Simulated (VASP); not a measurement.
# BaTe (Fm-3m) in VASP: a series of runs

BaTe is run at these levels: r2SCAN, LDA, PBE; tasks: single point.

All numbers are computed with VASP 6.6.1; they aren't measurements. Logs are shortened: lines on timing, memory, paths and dates and some standing lists are left out, and cuts for length are marked.

## 1. The cell of the first run

It takes space group Fm-3m (No. 225, cubic). The conventional cell has a = 6.820 Å, b = 6.820 Å, c = 6.820 Å, α = 90.00°, β = 90.00°, γ = 90.00°. Ba (site symmetry m-3m) has 6 Te at 3.41 Å within 4.5 Å. Within 4.5 Å of Te (site symmetry m-3m) lie 6 Ba at 3.41 Å.

## 2. Single point, r2SCAN

Input file POSCAR:

```
BaTe
1.0
    0.0000000000      3.4100000000      3.4100000000
    3.4100000000      0.0000000000      3.4100000000
    3.4100000000      3.4100000000      0.0000000000
Ba Te
1 1
Direct
    0.0000000000      0.0000000000      0.0000000000
    0.5000000000      0.5000000000      0.5000000000
```

Input file INCAR.step1:

```
PREC = Accurate
ENCUT = 520
ISMEAR = -1
SIGMA = 0.05
LREAL = F
LASPH = T
NELM = 80
NBANDS = 15
GGA = PE
ALGO = Normal
EDIFF = 1E-4
LWAVE = T
LCHARG = F
```

Input file INCAR.step2:

```
PREC = Accurate
ENCUT = 520
EDIFF = 1E-6
ISMEAR = -1
SIGMA = 0.05
LREAL = F
LASPH = T
NELM = 80
ALGO = Normal
ISIF = 2
LWAVE = F
LCHARG = T
METAGGA = R2SCAN
LMIXTAU = T
LELF = T
LVHAR = T
NBANDS = 15
ISTART = 1
```

Input file KPOINTS:

```
Automatic mesh
0
Gamma
  7 7 7
```

Potentials or basis: VASP PAW PBE potentials, release 64 (Ba_sv, Te).

On the command line:

```bash
> cat potpaw_PBE.64/Ba_sv/POTCAR potpaw_PBE.64/Te/POTCAR > POTCAR
> cp INCAR.step1 INCAR
> mpirun -np 1 vasp_std > vasp.out
> cp INCAR.step2 INCAR
> mpirun -np 1 vasp_std > vasp.out
```

OUTCAR:

```text
PREC = Accurate
   ENCUT = 520
   EDIFF = 1E-6
   ISMEAR = -1
   LREAL = F
   LASPH = T
   NELM = 80
   ISIF = 2
   METAGGA = R2SCAN
   ISTART = 1

 ion  position               nearest neighbor table
   1  0.000  0.000  0.000-   2 3.41   2 3.41   2 3.41   2 3.41   2 3.41   2 3.41
   2  0.500  0.500  0.500-   1 3.41   1 3.41   1 3.41   1 3.41   1 3.41   1 3.41

  LATTYP: Found a face centered cubic cell.
 ALAT       =     6.8200000000

  Lattice vectors:

 A1 = (   0.0000000000,   3.4100000000,   3.4100000000)
 A2 = (   3.4100000000,   0.0000000000,   3.4100000000)
 A3 = (   3.4100000000,   3.4100000000,   0.0000000000)

Analysis of symmetry for initial positions (statically):
=====================================================================
 Subroutine PRICEL returns:
 Original cell was already a primitive cell.

 Routine SETGRP: Setting up the symmetry group for a
 face centered cubic supercell.

 Subroutine GETGRP returns: Found 48 space group operations
 (whereof 48 operations were pure point group operations)
 out of a pool of 48 trial point group operations.

The static configuration has the point symmetry O_h .

Analysis of symmetry for dynamics (positions and initial velocities):
=====================================================================
 Subroutine PRICEL returns:
 Original cell was already a primitive cell.

 Routine SETGRP: Setting up the symmetry group for a
 face centered cubic supercell.

 Subroutine GETGRP returns: Found 48 space group operations
 (whereof 48 operations were pure point group operations)
 out of a pool of 48 trial point group operations.

The dynamic configuration has the point symmetry O_h .

 Subroutine INISYM returns: Found 48 space group operations
 (whereof 48 operations are pure point group operations),
 and found     1 'primitive' translations

----------------------------------------------------------------------------------------

                                     Primitive cell

  volume of cell :      79.3036

  direct lattice vectors                    reciprocal lattice vectors
     0.000000000  3.410000000  3.410000000    -0.146627566  0.146627566  0.146627566
     3.410000000  0.000000000  3.410000000     0.146627566 -0.146627566  0.146627566
     3.410000000  3.410000000  0.000000000     0.146627566  0.146627566 -0.146627566

  length of vectors
     4.822468248  4.822468248  4.822468248     0.253966394  0.253966394  0.253966394

  position of ions in fractional coordinates (direct lattice)
     0.000000000  0.000000000  0.000000000
     0.500000000  0.500000000  0.500000000

  ion indices of the primitive-cell ions
   primitive index   ion index
                 1           1
                 2           2

----------------------------------------------------------------------------------------

 KPOINTS: Automatic mesh

Automatic generation of k-mesh.
 Grid dimensions read from file:
 generate k-points for:    7    7    7

 Generating k-lattice:

  Cartesian coordinates                     Fractional coordinates (reciprocal lattice)
    -0.020946795  0.020946795  0.020946795     0.142857143  0.000000000  0.000000000
     0.020946795 -0.020946795  0.020946795     0.000000000  0.142857143  0.000000000
     0.020946795  0.020946795 -0.020946795     0.000000000  0.000000000  0.142857143

  Length of vectors
     0.036280913  0.036280913  0.036280913

  Shift w.r.t. Gamma in fractional coordinates (k-lattice)
     0.000000000  0.000000000  0.000000000

 Subroutine IBZKPT returns following result:
 ===========================================

 Found     20 irreducible k-points:

 Following reciprocal coordinates:
            Coordinates               Weight
  0.000000  0.000000  0.000000      1.000000
  0.142857  0.000000  0.000000      8.000000
  0.285714  0.000000  0.000000      8.000000
  0.428571  0.000000  0.000000      8.000000
  0.142857  0.142857  0.000000      6.000000
  0.285714  0.142857  0.000000     24.000000
[... 12 lines left out ...]
 -0.428571  0.428571  0.142857     24.000000
 -0.285714  0.428571  0.142857     24.000000
   k-points           NKPTS =     20   k-points in BZ     NKDIM =     20   number of bands    NBANDS=     15
   number of dos      NEDOS =    301   number of ions     NIONS =      2
   total plane-waves  NPLWV =  46656
   dimension x,y,z NGX =    36 NGY =   36 NGZ =   36
   dimension x,y,z NGXF=    72 NGYF=   72 NGZF=   72
   ions per type =               1   1
   NGX,Y,Z   is equivalent  to a cutoff of  12.41, 12.41, 12.41 a.u.
   NGXF,Y,Z  is equivalent  to a cutoff of  24.82, 24.82, 24.82 a.u.
 SYSTEM =  unknown system
   PREC   = accura    normal or accurate (medium, high low for compatibility)
   ISTART =      1    job   : 0-new  1-cont  2-samecut
   ICHARG =      0    charge: 1-file 2-atom 10-const
   ISPIN  =      1    spin polarized calculation?
   LNONCOLLINEAR =      F non collinear calculations
   LSORBIT =      F    spin-orbit coupling
   LASPH  =      T    aspherical Exc in radial PAW
   ENCUT  =  520.0 eV  38.22 Ry    6.18 a.u.   8.97  8.97  8.97*2*pi/ulx,y,z
   NELM   =     80;   NELMIN=  2; NELMDL=  0     # of ELM steps
   EDIFF  = 0.1E-05   stopping-criterion for ELM
   LREAL  =      F    real-space projection
   EDIFFG = 0.1E-04   stopping-criterion for IOM
   NSW    =      0    number of steps for IOM
   IBRION =     -1    ionic relax: 0-MD 1-quasi-New 2-CG
   NFREE  =      0    steps in history (QN), initial steepest desc. (CG)
   ISIF   =      2    stress and relaxation
   ISYM   =      2    0-nonsym 1-usesym 2-fastsym
   POTIM  = 0.5000    time-step for ionic-motion
   TEBEG  =    0.0;   TEEND  =   0.0 temperature during run
   PSTRESS=    0.0 pullay stress
   NELECT =      16.0000    total number of electrons
   NUPDOWN=      -1.0000    fix difference up-down
   EMIN   =  10.00;   EMAX   =-10.00  energy-range for DOS
   EFERMI =   0.00;   METHOD = LEGACY
   ISMEAR =    -1;   SIGMA  =   0.05  broadening in eV -4-tet -1-fermi 0-gaus
   EFERMI_NEDOS =   21; number of points for ismear=-14 and -15
   IALGO  =     38    algorithm
   IMIX   =      4    mixing-type and parameters
     AMIX     =   0.40;   BMIX     =  1.00
     AMIX_MAG =   1.60;   BMIX_MAG =  1.00
  volume/ion in A,a.u.               =      39.65       267.58
  Fermi-wavevector in a.u.,A,eV,Ry     =   0.960175  1.814468 12.543704  0.921936
  Thomas-Fermi vector in A             =   2.089436
   LORBIT       =      0    0 simple, 1 ext, 2 COOP (PROOUT), +10 PAW based schemes
   METAGGA = R2SCAN    functional components
   LHFCALC =     F    Hartree Fock is set to
   AEXX    =    0.0000 exact exchange contribution
   IVDW    =     0    specifies the selected vdW correction
   LEPSILON=     F    determine dielectric tensor
   LRPA    =     F    only Hartree local field effects (RPA)
 non-spin polarized calculation
  energy-cutoff  :      520.00
  volume of cell :       79.30
 maximum number of plane-waves:      2145
   NGX = 17   NGY = 17   NGZ = 17

 number of electron      16.0000000 magnetization

 Free energy of the ion-electron system (eV)
  ---------------------------------------------------
  ext. energy  EPLUGINS =         0.00000000
  ---------------------------------------------------
  free energy    TOTEN  =       -55.90623910 eV

  energy without entropy =      -55.90623910  energy(sigma->0) =      -55.90623910

 E-fermi :   3.4405     XC(G=0):  -8.9655

 val. band max:        2.5876016637   @ k =   0.0000   0.0000   0.0000
 cond. band min:       4.3262717807   @ k =   0.4286   0.4286   0.0000
 fundamental gap:      1.7386701170
 Fermi energy:         3.4405476745

 k-point     1 :       0.0000    0.0000    0.0000
  band No.  band energies     occupation
      1     -25.0253      2.00000
      2      -9.7758      2.00000
      3      -9.7758      2.00000
      4      -9.7758      2.00000
      5      -7.4173      2.00000
      6       2.5876      2.00000
      7       2.5876      2.00000
      8       2.5876      2.00000
      9       5.8671      0.00000
     10       5.8671      0.00000
     11       5.8671      0.00000
     12       6.5291      0.00000
     13       6.6337      0.00000
     14       6.6337      0.00000
     15      10.1068      0.00000

 k-point     2 :       0.1429    0.0000    0.0000
  band No.  band energies     occupation
      1     -25.0212      2.00000
      2      -9.9250      2.00000
      3      -9.7779      2.00000
      4      -9.7779      2.00000
      5      -7.1997      2.00000
      6       1.9283      2.00000
      7       2.2483      2.00000
      8       2.2483      2.00000
      9       5.9526      0.00000
     10       6.1537      0.00000
     11       6.1537      0.00000
     12       7.2923      0.00000
     13       7.2923      0.00000
     14       7.3463      0.00000
     15      10.8271      0.00000

 k-point     3 :       0.2857    0.0000    0.0000
  band No.  band energies     occupation
      1     -25.0119      2.00000
      2     -10.1990      2.00000
      3      -9.7826      2.00000
      4      -9.7826      2.00000
      5      -6.7587      2.00000
      6       0.8878      2.00000
      7       1.6851      2.00000
      8       1.6851      2.00000
      9       6.2664      0.00000
     10       6.9098      0.00000
     11       6.9098      0.00000
     12       8.7394      0.00000
     13       8.8280      0.00000
     14       8.8280      0.00000
     15      11.7878      0.00000
[... 271 lines left out ...]
 k-point    19 :      -0.4286    0.4286    0.1429
  band No.  band energies     occupation
      1     -24.9974      2.00000
      2     -10.0906      2.00000
      3      -9.9195      2.00000
      4      -9.9153      2.00000
      5      -6.9455      2.00000
      6       1.2406      2.00000
      7       1.6092      2.00000
      8       1.8802      2.00000
      9       5.2196      0.00000
     10       7.9917      0.00000
     11       8.0771      0.00000
     12       9.0463      0.00000
     13       9.1963      0.00000
     14       9.6591      0.00000
     15      11.4999      0.00000

 k-point    20 :      -0.2857    0.4286    0.1429
  band No.  band energies     occupation
      1     -24.9968      2.00000
      2     -10.0871      2.00000
      3      -9.9925      2.00000
      4      -9.8930      2.00000
      5      -6.8359      2.00000
      6       1.0835      2.00000
      7       1.5534      2.00000
      8       1.6196      2.00000
      9       6.1416      0.00000
     10       7.0789      0.00000
     11       8.4547      0.00000
     12       8.7986      0.00000
     13       8.9484      0.00000
     14      11.1530      0.00000
     15      11.7505      0.00000

------------------------ aborting loop because EDIFF is reached ----------------------------------------

  FORCE on cell =-STRESS in cart. coord.  units (eV):
  Direction    XX          YY          ZZ          XY          YZ          ZX
  --------------------------------------------------------------------------------------
  -------------------------------------------------------------------------------------
  Total        2.2321610      2.2321610      2.2321610      0.0000000     -0.0000000      0.0000000
  in kB       45.0965140     45.0965140     45.0965140      0.0000000     -0.0000000      0.0000000
  external PRESSURE =      45.0965140 kB  Pullay stress =       0.0000000 kB

 VOLUME and BASIS-vectors are now :
 -----------------------------------------------------------------------------
  energy-cutoff  :      520.00
  volume of cell :       79.30
      direct lattice vectors                 reciprocal lattice vectors
     0.000000000  3.410000000  3.410000000    -0.146627566  0.146627566  0.146627566
     3.410000000  0.000000000  3.410000000     0.146627566 -0.146627566  0.146627566
     3.410000000  3.410000000  0.000000000     0.146627566  0.146627566 -0.146627566

 POSITION                                       TOTAL-FORCE (eV/Angst)
 -----------------------------------------------------------------------------------
      0.00000      0.00000      0.00000         0.000000      0.000000     -0.000000
      3.41000      3.41000      3.41000        -0.000000      0.000000      0.000000
 -----------------------------------------------------------------------------------
    total drift:                                0.000000      0.000000      0.000000

  FREE ENERGIE OF THE ION-ELECTRON SYSTEM (eV)
  ---------------------------------------------------
  free  energy   TOTEN  =       -55.9062391014 eV

  energy  without entropy=      -55.9062391000  energy(sigma->0) =      -55.90623910
```

It took 79 s on 1 thread of Intel Xeon Platinum 8259CL at 2.50GHz (Skylake/Cascade Lake), shared host; peak memory 0.22 GiB.

Results:

- Free energy: -55.9062 eV
- Pressure: 4.5 GPa
- Band gap on the k mesh: 1.74 eV, indirect (least direct gap 2.12 eV)

Caveat: the PAW data sets were made with another functional, which shifts forces and pressure a little; spin-orbit coupling is left out, which moves the levels of the heavy elements. r2SCAN opens gaps a little over a GGA but as a rule still falls short of measured ones.

## 3. Single point, LDA

Input file INCAR:

```
ALGO = Normal ; EDIFF = 1E-6
ENCUT = 520 ; ISIF = 2
ISMEAR = -1 ; LASPH = True
LCHARG = True ; LELF = True
LREAL = False ; LVHAR = True
LWAVE = False ; NBANDS = 15
NELM = 100 ; PREC = Accurate
SIGMA = 0.05
```

Input file KPOINTS:

```
k-points
0
Gamma
  7 7 7
```

POSCAR is that of step 2.

Potentials or basis: VASP PAW LDA potentials, release 64 (Ba_sv, Te).

On the command line:

```bash
> cat potpaw_LDA.64/Ba_sv/POTCAR potpaw_LDA.64/Te/POTCAR > POTCAR
> mpirun -np 1 vasp_std > vasp.out
```

Wall time 30 s (1 thread of Intel Xeon Platinum 8375C at 2.90GHz (Ice Lake), shared host); peak memory 0.18 GiB.

The run converged. Its results:

- Free energy: -9.6018 eV
- Pressure: 1.2 GPa
- Band gap on the k mesh: 1.26 eV, indirect (least direct gap 1.64 eV)

Levels at points of the mesh, in eV from the valence-band top:
```csv
k point,band 4,band 5,band 6,band 7,band 8,band 9,band 10,band 11,band 12,band 13
"(0.00, 0.00, 0.00)",-11.96,-9.79,0.00,0.00,0.00,2.75,2.75,2.75,3.01,3.51
```

Caveat: spin-orbit coupling is left out, which moves the levels of the heavy elements. A k mesh can miss the band edges.

## 4. Single point, PBE (volume scaled by 0.94)

Input file INCAR:

```
SYSTEM = BaTe
ALGO     = Normal         ! electronic algorithm
EDIFF    = 1E-6           ! SCF threshold, eV
ENCUT    = 520            ! plane-wave cutoff, eV
GGA      = PE             ! functional
ISIF     = 2              ! what is computed and relaxed
ISMEAR   = -1             ! smearing method
LASPH    = .True.         ! aspherical terms in the spheres
LCHARG   = .False.        ! write CHGCAR
LREAL    = .False.        ! projectors in reciprocal space
LWAVE    = .False.        ! write WAVECAR
NBANDS   = 15             ! bands
NELM     = 100            ! most SCF steps
PREC     = Accurate       ! precision mode
SIGMA    = 0.05           ! smearing width, eV
```

Input file KPOINTS:

```
k-points
0
Gamma
  7 7 7
  0 0 0
```

Input file POSCAR:

```
BaTe
1.0
    0.0000000000      3.3403886307      3.3403886307
    3.3403886307      0.0000000000      3.3403886307
    3.3403886307      3.3403886307      0.0000000000
Ba Te
1 1
Direct
    0.0000000000      0.0000000000      0.0000000000
    0.5000000000      0.5000000000      0.5000000000
```

Potentials or basis: VASP PAW PBE potentials, release 64 (Ba_sv, Te).

On the command line:

```bash
> cat potpaw_PBE.64/Ba_sv/POTCAR potpaw_PBE.64/Te/POTCAR > POTCAR
> mpirun -np 1 vasp_std > vasp.out
```

It used 50 s of CPU time on 1 thread of AMD EPYC 7R13 Processor (Zen 3), on a shared host.

The run converged. Its results:

```
Free energy            : -8.3412 eV
Pressure               : 7.5 GPa
Band gap on the k mesh : 1.21 eV, indirect (least direct gap 1.58 eV)
```

Levels at points of the mesh, in eV from the valence-band top:
```
           k point  band 5  band 6  band 7  band 8  band 9  band 10  band 11  band 12
(0.00, 0.00, 0.00)   -9.89    0.00    0.00    0.00    2.79     2.79     2.79     3.50
```

Caveat: spin-orbit coupling is left out, which moves the levels of the heavy elements. A k mesh can miss the band edges.

## 5. Single point, PBE (volume scaled by 0.96)

Input file INCAR:

```
ALGO = Normal ; EDIFF = 1E-6
ENCUT = 520 ; GGA = PE
ISIF = 2 ; ISMEAR = -1
LASPH = True ; LCHARG = True
LELF = True ; LREAL = False
LVHAR = True ; LWAVE = False
NBANDS = 15 ; NELM = 80
PREC = Accurate ; SIGMA = 0.05
```

Input file KPOINTS:

```
k-points
0
Gamma
  7 7 7
```

Input file POSCAR:

```
BaTe
1.0
    0.0000000000      3.3639132694      3.3639132694
    3.3639132694      0.0000000000      3.3639132694
    3.3639132694      3.3639132694      0.0000000000
Ba Te
1 1
Direct
    0.0000000000      0.0000000000      0.0000000000
    0.5000000000      0.5000000000      0.5000000000
```

On the command line:

```bash
> cat potpaw_PBE.64/Ba_sv/POTCAR potpaw_PBE.64/Te/POTCAR > POTCAR
> mpirun -np 1 vasp_std > vasp.out
```

It used 36 s of CPU time on 1 thread of AMD EPYC 7R13 Processor (Zen 3), with other jobs on the host.

It converged, with:

```
Free energy            : -8.4091 eV
Pressure               : 6.3 GPa
Band gap on the k mesh : 1.27 eV, indirect (least direct gap 1.65 eV)
```

Levels at points of the mesh, in eV from the valence-band top:
```csv
k point,band 4,band 5,band 6,band 7,band 8,band 9,band 10,band 11,band 12,band 13
"(0.00, 0.00, 0.00)",-11.93,-9.83,0.00,0.00,0.00,2.82,2.82,2.82,3.40,3.57
```

Caveat: spin-orbit coupling is left out, which moves the levels of the heavy elements.

## 6. Overview

```tsv
level	potentials or basis	cell	gap on the mesh (eV)	pressure (GPa)
r2SCAN	VASP PAW PBE potentials, release 64 (Ba_sv, Te)	a = 4.822 Å, angles 60.0°, 2 atoms	1.74	4.5
LDA	VASP PAW LDA potentials, release 64 (Ba_sv, Te)	a = 4.822 Å, angles 60.0°, 2 atoms	1.26	1.2
PBE	VASP PAW PBE potentials, release 64 (Ba_sv, Te)	a = 4.724 Å, angles 60.0°, 2 atoms	1.21	7.5
PBE	VASP PAW PBE potentials, release 64 (Ba_sv, Te)	a = 4.757 Å, angles 60.0°, 2 atoms	1.27	6.3
```

Alike in all rows: task single point; no spin polarisation; k mesh 7 × 7 × 7; cutoff (eV) 520; smearing fermi-dirac 0.05 eV.

Caveats: spin-orbit coupling is left out, which moves the levels of the heavy elements; the PAW data sets were made with another functional, which shifts forces and pressure a little (some runs).

Absolute energies hang on the potentials; compare differences alone.
